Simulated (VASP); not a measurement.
Here is a VASP 6.6.1 calculation.

INCAR

```
SYSTEM = Al
PREC = Accurate ; ENCUT = 520
EDIFF = 1E-7 ; ISMEAR = 0
SIGMA = 0.15 ; LREAL = .False.
LASPH = .True. ; NELM = 60
ALGO = Normal ; ISIF = 2
LWAVE = .False. ; LCHARG = .True.
LELF = .True. ; LVHAR = .True.
NBANDS = 8
```

The input KPOINTS:

```
Automatic mesh
0
Gamma
  20 20 20
  0 0 0
```

Contents of POSCAR:

```
Al
1.0
   -1.5912186900      1.5912186900      1.5116577555
    1.5912186900     -1.5912186900      1.5116577555
    1.5912186900      1.5912186900     -1.5116577555
Al
1
Direct
    0.0000000000      0.0000000000      0.0000000000
```

Potentials or basis: VASP PAW LDA potentials, release 64 (Al).

The run is started by

```bash
$ cat potpaw_LDA.64/Al/POTCAR > POTCAR
$ mpirun -np 1 vasp_std > vasp.out
```

Estimate the pressure.

4.8 GPa.

Stress tensor (GPa, compression positive):
```
5.53 0.00 0.00
0.00 5.53 0.00
0.00 0.00 3.44
```

Caveat: the cell differs from its parent crystal (strain +0.000 along x and y, -0.050 along z).
